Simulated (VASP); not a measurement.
# Ca3SbP (P4mm) in VASP: further runs

Runs on Ca3SbP. Level: LDA. Tasks: single point.

All numbers are computed with VASP 6.6.1; they aren't measurements. Logs are shortened: lines on timing, memory, paths and dates and some standing lists are left out, and cuts for length are marked.

## (1) The cell of the first run

The structure is tetragonal, space group P4mm (No. 99). The conventional cell has a = 5.120 Å, b = 5.120 Å, c = 5.120 Å, α = 90.00°, β = 90.00°, γ = 90.00°. Within 3.3 Å of Ca (site symmetry 4mm) lie 2 P at 2.53 to 2.59 Å. Within 3.4 Å of Ca (site symmetry 2mm) lie 2 P at 2.57 Å and 2 Sb at 3.34 Å. Within 4.4 Å of Sb (site symmetry 4mm) lie 12 Ca at 3.34 to 3.92 Å and 4 P at 4.32 Å. P (site symmetry 4mm) has 6 Ca at 2.53 to 2.59 Å within 3.3 Å.

## (2) Single point, LDA

Contents of INCAR:

```
SYSTEM = Ca3SbP
  PREC = Accurate
  ENCUT = 520
  EDIFF = 1E-7
  ISMEAR = 0
  SIGMA = 0.05
  LREAL = .FALSE.
  LASPH = .TRUE.
  NELM = 80
  ALGO = Normal
  ISIF = 2
  LWAVE = .FALSE.
  LCHARG = .FALSE.
  GGA = CA
  NBANDS = 28
```

Contents of KPOINTS:

```
regular mesh
0
G
  6 6 6
  0 0 0
```

Contents of POSCAR:

```
Ca3SbP
1.0
    5.1203274853      0.0000000000      0.0000000000
    0.0000000000      5.1203274853      0.0000000000
    0.0000000000      0.0000000000      5.1203274853
Ca Sb P
3 1 1
Direct
   -0.0114827719      0.5000000000      0.5000000000
    0.4542997981      0.0000000000      0.5000000000
    0.4542997981      0.5000000000      0.0000000000
    0.0351054686      0.0000000000      0.0000000000
    0.4951220023      0.5000000000      0.5000000000
```

Potentials or basis: VASP PAW LDA potentials, release 64 (Ca_sv, Sb, P).

Started as:

```console
$ cat potpaw_LDA.64/Ca_sv/POTCAR potpaw_LDA.64/Sb/POTCAR potpaw_LDA.64/P/POTCAR > POTCAR
$ mpirun -np 1 vasp_std > vasp.out
```

OUTCAR:

```text
SYSTEM = Ca3SbP
   PREC = Accurate
   ENCUT = 520
   EDIFF = 1E-7
   ISMEAR = 0
   LREAL = .FALSE.
   LASPH = .TRUE.
   NELM = 80
   ISIF = 2
   GGA = CA

 ion  position               nearest neighbor table
   1  0.989  0.500  0.500-   5 2.53   5 2.59
   2  0.454  0.000  0.500-   5 2.57   5 2.57   4 3.34   4 3.34
   3  0.454  0.500  0.000-   5 2.57   5 2.57   4 3.34   4 3.34
   4  0.035  0.000  0.000-   2 3.34   3 3.34   2 3.34   3 3.34
   5  0.495  0.500  0.500-   1 2.53   2 2.57   3 2.57   3 2.57   2 2.57   1 2.59

  LATTYP: Found a simple cubic cell.
 ALAT       =     5.1203274853

  Lattice vectors:

 A1 = (   5.1203274853,   0.0000000000,   0.0000000000)
 A2 = (   0.0000000000,   5.1203274853,   0.0000000000)
 A3 = (   0.0000000000,   0.0000000000,   5.1203274853)

Analysis of symmetry for initial positions (statically):
=====================================================================
 Subroutine PRICEL returns:
 Original cell was already a primitive cell.

 Routine SETGRP: Setting up the symmetry group for a
 simple cubic supercell.

 Subroutine GETGRP returns: Found  8 space group operations
 (whereof  8 operations were pure point group operations)
 out of a pool of 48 trial point group operations.

The static configuration has the point symmetry C_4v.

Analysis of symmetry for dynamics (positions and initial velocities):
=====================================================================
 Subroutine PRICEL returns:
 Original cell was already a primitive cell.

 Routine SETGRP: Setting up the symmetry group for a
 simple cubic supercell.

 Subroutine GETGRP returns: Found  8 space group operations
 (whereof  8 operations were pure point group operations)
 out of a pool of 48 trial point group operations.

The dynamic configuration has the point symmetry C_4v.

 Subroutine INISYM returns: Found  8 space group operations
 (whereof  8 operations are pure point group operations),
 and found     1 'primitive' translations

----------------------------------------------------------------------------------------

                                     Primitive cell

  volume of cell :     134.2435

  direct lattice vectors                    reciprocal lattice vectors
     5.120327485  0.000000000  0.000000000     0.195300008  0.000000000  0.000000000
     0.000000000  5.120327485  0.000000000     0.000000000  0.195300008  0.000000000
     0.000000000  0.000000000  5.120327485     0.000000000  0.000000000  0.195300008

  length of vectors
     5.120327485  5.120327485  5.120327485     0.195300008  0.195300008  0.195300008

  position of ions in fractional coordinates (direct lattice)
     0.988517228  0.500000000  0.500000000
     0.454299798  0.000000000  0.500000000
     0.454299798  0.500000000  0.000000000
     0.035105469  0.000000000  0.000000000
     0.495122002  0.500000000  0.500000000

  ion indices of the primitive-cell ions
   primitive index   ion index
                 1           1
                 2           2
                 3           3
                 4           4
                 5           5

----------------------------------------------------------------------------------------

 KPOINTS: regular mesh

Automatic generation of k-mesh.
 Grid dimensions read from file:
 generate k-points for:    6    6    6

 Generating k-lattice:

  Cartesian coordinates                     Fractional coordinates (reciprocal lattice)
     0.032550001  0.000000000  0.000000000     0.166666667  0.000000000  0.000000000
     0.000000000  0.032550001  0.000000000     0.000000000  0.166666667  0.000000000
     0.000000000  0.000000000  0.032550001     0.000000000  0.000000000  0.166666667

  Length of vectors
     0.032550001  0.032550001  0.032550001

  Shift w.r.t. Gamma in fractional coordinates (k-lattice)
     0.000000000  0.000000000  0.000000000

 Subroutine IBZKPT returns following result:
 ===========================================

 Found     40 irreducible k-points:

 Following reciprocal coordinates:
            Coordinates               Weight
  0.000000  0.000000  0.000000      1.000000
  0.166667  0.000000  0.000000      2.000000
  0.000000  0.166667  0.000000      4.000000
  0.333333  0.000000  0.000000      2.000000
  0.000000  0.333333  0.000000      4.000000
  0.500000  0.000000  0.000000      1.000000
[... 16 lines left out ...]
  0.166667  0.166667  0.166667      8.000000
  0.333333  0.166667  0.166667      8.000000
 [... further k-points ...]
   k-points           NKPTS =     40   k-points in BZ     NKDIM =     40   number of bands    NBANDS=     28
   number of dos      NEDOS =    301   number of ions     NIONS =      5
   total plane-waves  NPLWV =  64000
   dimension x,y,z NGX =    40 NGY =   40 NGZ =   40
   dimension x,y,z NGXF=    80 NGYF=   80 NGZF=   80
   ions per type =               3   1   1
   NGX,Y,Z   is equivalent  to a cutoff of  12.99, 12.99, 12.99 a.u.
   NGXF,Y,Z  is equivalent  to a cutoff of  25.97, 25.97, 25.97 a.u.
 SYSTEM =  Ca3SbP
   PREC   = accura    normal or accurate (medium, high low for compatibility)
   ISTART =      0    job   : 0-new  1-cont  2-samecut
   ICHARG =      2    charge: 1-file 2-atom 10-const
   ISPIN  =      1    spin polarized calculation?
   LNONCOLLINEAR =      F non collinear calculations
   LSORBIT =      F    spin-orbit coupling
   LASPH  =      T    aspherical Exc in radial PAW
   ENCUT  =  520.0 eV  38.22 Ry    6.18 a.u.   9.52  9.52  9.52*2*pi/ulx,y,z
   NELM   =     80;   NELMIN=  2; NELMDL= -5     # of ELM steps
   EDIFF  = 0.1E-06   stopping-criterion for ELM
   LREAL  =      F    real-space projection
   EDIFFG = 0.1E-05   stopping-criterion for IOM
   NSW    =      0    number of steps for IOM
   IBRION =     -1    ionic relax: 0-MD 1-quasi-New 2-CG
   NFREE  =      0    steps in history (QN), initial steepest desc. (CG)
   ISIF   =      2    stress and relaxation
   ISYM   =      2    0-nonsym 1-usesym 2-fastsym
   POTIM  = 0.5000    time-step for ionic-motion
   TEBEG  =    0.0;   TEEND  =   0.0 temperature during run
   PSTRESS=    0.0 pullay stress
   NELECT =      40.0000    total number of electrons
   NUPDOWN=      -1.0000    fix difference up-down
   EMIN   =  10.00;   EMAX   =-10.00  energy-range for DOS
   EFERMI =   0.00;   METHOD = LEGACY
   ISMEAR =     0;   SIGMA  =   0.05  broadening in eV -4-tet -1-fermi 0-gaus
   EFERMI_NEDOS =   21; number of points for ismear=-14 and -15
   IALGO  =     38    algorithm
   IMIX   =      4    mixing-type and parameters
     AMIX     =   0.40;   BMIX     =  1.00
     AMIX_MAG =   1.60;   BMIX_MAG =  1.00
  volume/ion in A,a.u.               =      26.85       181.18
  Fermi-wavevector in a.u.,A,eV,Ry     =   1.093445  2.066312 16.267435  1.195623
  Thomas-Fermi vector in A             =   2.229731
   LORBIT       =      0    0 simple, 1 ext, 2 COOP (PROOUT), +10 PAW based schemes
   GGA     = CA    functional components
   LHFCALC =     F    Hartree Fock is set to
   AEXX    =    0.0000 exact exchange contribution
   IVDW    =     0    specifies the selected vdW correction
   LEPSILON=     F    determine dielectric tensor
   LRPA    =     F    only Hartree local field effects (RPA)
 non-spin polarized calculation
 Gauss-broadening in eV      SIGMA  =   0.05
  energy-cutoff  :      520.00
  volume of cell :      134.24
 maximum number of plane-waves:      3695
 NGX is ok and might be reduce to    40
   NGX = 19   NGY = 19   NGZ = 19

 number of electron      40.0000003 magnetization

 Free energy of the ion-electron system (eV)
  ---------------------------------------------------
  ext. energy  EPLUGINS =         0.00000000
  ---------------------------------------------------
  free energy    TOTEN  =       -22.43882661 eV

  energy without entropy =      -22.43882661  energy(sigma->0) =      -22.43882661

 E-fermi :   4.1916     XC(G=0):  -9.4003

 val. band max:        3.9486585136   @ k =   0.0000   0.0000   0.0000
 cond. band min:       4.6627513206   @ k =   0.0000   0.0000   0.0000
 fundamental gap:      0.7140928069
 Fermi energy:         4.1915947452

 k-point     1 :       0.0000    0.0000    0.0000
  band No.  band energies     occupation
      1     -36.0875      2.00000
      2     -35.9759      2.00000
      3     -35.9491      2.00000
      4     -17.5724      2.00000
      5     -17.5519      2.00000
      6     -17.5519      2.00000
[... 20 lines left out ...]
     27       7.9852      0.00000
     28       8.0186      0.00000

 k-point     2 :       0.1667    0.0000    0.0000
  band No.  band energies     occupation
      1     -36.0862      2.00000
      2     -35.9770      2.00000
      3     -35.9491      2.00000
      4     -17.5626      2.00000
      5     -17.5409      2.00000
      6     -17.5409      2.00000
[... 20 lines left out ...]
     27       7.7416      0.00000
     28       8.0014      0.00000

 k-point     3 :       0.0000    0.1667    0.0000
  band No.  band energies     occupation
      1     -36.0867      2.00000
      2     -35.9744      2.00000
      3     -35.9512      2.00000
      4     -17.5649      2.00000
      5     -17.5460      2.00000
      6     -17.5407      2.00000
[... 20 lines left out ...]
     27       7.8348      0.00000
     28       8.0135      0.00000

 k-point     4 :       0.3333    0.0000    0.0000
  band No.  band energies     occupation
      1     -36.0836      2.00000
      2     -35.9794      2.00000
      3     -35.9490      2.00000
      4     -17.5365      2.00000
      5     -17.5129      2.00000
      6     -17.5129      2.00000
[... 20 lines left out ...]
     27       7.3832      0.00000
     28       8.0289      0.00000

 k-point     5 :       0.0000    0.3333    0.0000
  band No.  band energies     occupation
      1     -36.0851      2.00000
      2     -35.9703      2.00000
      3     -35.9567      2.00000
      4     -17.5483      2.00000
      5     -17.5337      2.00000
      6     -17.5104      2.00000
[... 20 lines left out ...]
     27       7.5515      0.00000
     28       7.9984      0.00000

 k-point     6 :       0.5000    0.0000    0.0000
  band No.  band energies     occupation
      1     -36.0822      2.00000
      2     -35.9807      2.00000
      3     -35.9490      2.00000
      4     -17.5166      2.00000
      5     -17.4912      2.00000
      6     -17.4912      2.00000
[... 463 lines left out ...]
      5     -17.5374      2.00000
      6     -17.4772      2.00000
[... 20 lines left out ...]
     27       7.7103      0.00000
     28       7.8737      0.00000

 k-point    22 :       0.0000    0.5000    0.5000
  band No.  band energies     occupation
      1     -36.0817      2.00000
      2     -35.9648      2.00000
      3     -35.9648      2.00000
      4     -17.5872      2.00000
      5     -17.4806      2.00000
      6     -17.4806      2.00000
[... 20 lines left out ...]
     27       7.7317      0.00000
     28       7.7858      0.00000

 k-point    23 :       0.1667    0.1667    0.1667
  band No.  band energies     occupation
      1     -36.0850      2.00000
      2     -35.9741      2.00000
      3     -35.9530      2.00000
      4     -17.5875      2.00000
      5     -17.5172      2.00000
      6     -17.5115      2.00000
[... 20 lines left out ...]
     27       7.9612      0.00000
     28       7.9616      0.00000

 k-point    24 :       0.3333    0.1667    0.1667
  band No.  band energies     occupation
      1     -36.0830      2.00000
      2     -35.9758      2.00000
      3     -35.9530      2.00000
      4     -17.6009      2.00000
      5     -17.5032      2.00000
      6     -17.4901      2.00000
[... 20 lines left out ...]
     27       7.7114      0.00000
     28       7.9844      0.00000

 [... further k-points ...]

------------------------ aborting loop because EDIFF is reached ----------------------------------------

  FORCE on cell =-STRESS in cart. coord.  units (eV):
  Direction    XX          YY          ZZ          XY          YZ          ZX
  --------------------------------------------------------------------------------------
  -------------------------------------------------------------------------------------
  Total        4.7776424      3.5849926      3.5849926      0.0000000      0.0000000     -0.0000000
  in kB       57.0204983     42.7863887     42.7863887      0.0000000      0.0000000     -0.0000000
  external PRESSURE =      47.5310919 kB  Pullay stress =       0.0000000 kB

 VOLUME and BASIS-vectors are now :
 -----------------------------------------------------------------------------
  energy-cutoff  :      520.00
  volume of cell :      134.24
      direct lattice vectors                 reciprocal lattice vectors
     5.120327485  0.000000000  0.000000000     0.195300008  0.000000000  0.000000000
     0.000000000  5.120327485  0.000000000     0.000000000  0.195300008  0.000000000
     0.000000000  0.000000000  5.120327485     0.000000000  0.000000000  0.195300008

 POSITION                                       TOTAL-FORCE (eV/Angst)
 -----------------------------------------------------------------------------------
      5.06153      2.56016      2.56016        -0.013093     -0.000000      0.000000
      2.32616      0.00000      2.56016         0.141804     -0.000000      0.000000
      2.32616      2.56016      0.00000         0.141804     -0.000000      0.000000
      0.17975      0.00000      0.00000        -0.257861     -0.000000      0.000000
      2.53519      2.56016      2.56016        -0.012653      0.000000     -0.000000
 -----------------------------------------------------------------------------------
    total drift:                                0.000706      0.000000     -0.000001

  FREE ENERGIE OF THE ION-ELECTRON SYSTEM (eV)
  ---------------------------------------------------
  free  energy   TOTEN  =       -22.4388266122 eV

  energy  without entropy=      -22.4388266122  energy(sigma->0) =      -22.43882661
```

Wall time 92 s (1 thread of AMD EPYC 9R14 (Zen 4), shared host); peak memory 0.26 GiB.

What came out:

```yaml
Free_energy: -22.4388 eV
Pressure: 4.8 GPa
Largest_force: 0.258 eV/Å
Band_gap_on_the_k_mesh: 0.71 eV, direct
```

Forces on the atoms (eV/Å):
```
Ca  -0.013  0.000  0.000
Ca   0.142  0.000  0.000
Ca   0.142  0.000  0.000
Sb  -0.258  0.000  0.000
P   -0.013  0.000  0.000
```

Caveat: spin-orbit coupling is left out, which moves the levels of the heavy elements. Expect the measured gap to be larger: semilocal functionals such as LDA lack the derivative discontinuity.

## (3) Single point, LDA

Contents of INCAR:

```
PREC = Accurate
ENCUT = 520
EDIFF = 1E-6
ISMEAR = 0
SIGMA = 0.05
LREAL = F
LASPH = T
NELM = 80
ALGO = Normal
ISIF = 2
LWAVE = F
LCHARG = F
NBANDS = 28
```

Contents of KPOINTS:

```
regular mesh
0
Gamma
  6 6 6
```

Contents of POSCAR:

```
Ca3SbP
1.0
    5.1203274853      0.0000000000      0.0000000000
    0.0000000000      5.1203274853      0.0000000000
    0.0000000000      0.0000000000      5.1203274853
Ca Sb P
3 1 1
Direct
   -0.0057413859      0.5000000000      0.5000000000
    0.4771498990      0.0000000000      0.5000000000
    0.4771498990      0.5000000000      0.0000000000
    0.0175527343      0.0000000000      0.0000000000
    0.4975610011      0.5000000000      0.5000000000
```

Potentials or basis: VASP PAW LDA potentials, release 64 (Ca_sv, Sb, P).

Started as:

```console
$ cat potpaw_LDA.64/Ca_sv/POTCAR potpaw_LDA.64/Sb/POTCAR potpaw_LDA.64/P/POTCAR > POTCAR
$ mpirun -np 1 vasp_std > vasp.out
```

Run time: 87 s. Hardware: 1 thread of AMD EPYC 9R14 (Zen 4), shared host; peak memory 0.26 GiB.

The run converged. Its results:

| Quantity | Value |
| --- | --- |
| Free energy | -22.4718 eV |
| Pressure | 4.3 GPa |
| Largest force | 0.078 eV/Å |
| Band gap on the k mesh | 0.47 eV, direct |

Forces in eV/Å, atoms in the order of the input:
```
Ca  -0.011  0.000  0.000
Ca   0.034  0.000  0.000
Ca   0.034  0.000  0.000
Sb  -0.078  0.000  0.000
P    0.021  0.000  0.000
```

Stress tensor (GPa, compression positive):
```
4.57 0.00 0.00
0.00 4.17 0.00
0.00 0.00 4.17
```

Levels at points of the mesh, in eV from the valence-band top:
```tsv
k point	band 17	band 18	band 19	band 20	band 21	band 22	band 23	band 24
(0.00, 0.00, 0.00)	-1.77	-0.05	0.00	0.00	0.47	0.68	0.76	0.89
(0.50, 0.00, 0.00)	-1.63	-1.63	-1.21	-1.21	1.10	1.44	1.93	2.75
(0.00, 0.50, 0.00)	-1.62	-1.61	-1.22	-1.18	1.09	1.45	1.91	2.68
(0.50, 0.50, 0.00)	-1.89	-1.51	-1.49	-1.20	1.71	1.74	1.99	2.47
(0.00, 0.50, 0.50)	-1.87	-1.49	-1.49	-1.14	1.69	1.69	1.97	2.40
(0.50, 0.50, 0.50)	-3.44	-1.88	-1.88	-1.85	1.98	2.02	2.02	2.96
```

Caveat: spin-orbit coupling is left out, which moves the levels of the heavy elements.
